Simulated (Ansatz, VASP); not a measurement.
**Y: VASP beside Ansatz**

```
Y
1.0
     0.00000    2.38560    2.48500
     2.38560    0.00000    2.48500
     2.38560    2.38560    0.00000
Y
1
Direct
  0.00000 0.00000 0.00000
```

Change from the starting cell: strain -0.040 along x and y, +0.000 along z, atoms carried along.

Alike in both runs: task single point; functional PBEsol; k mesh 16 × 16 × 16; occupations gaussian, width 0.15 eV; no spin polarisation.

|  | VASP | Ansatz |
| --- | --- | --- |
| version | VASP 6.6.1 | Ansatz 0.2.0 |
| potentials or method | VASP PAW PBE potentials, release 64 (Y_sv), cutoff 520 eV | scalar-relativistic, plane waves, PAW |
| valence electrons in the cell | 11 | 11 |

|  | VASP | Ansatz | Ansatz less VASP |
| --- | --- | --- | --- |
| gap on the k mesh at the Fermi level (eV) | none | none | - |
| pressure (GPa) | 4.0 | 4.1 | +0.19 |
| traceless stress, the component that is largest in VASP (GPa) | -0.95 | -0.93 | +0.013 |

VASP's potentials were made for PBE, not for PBEsol. A gap of «none» marks a metal or a gap that the smearing closes.
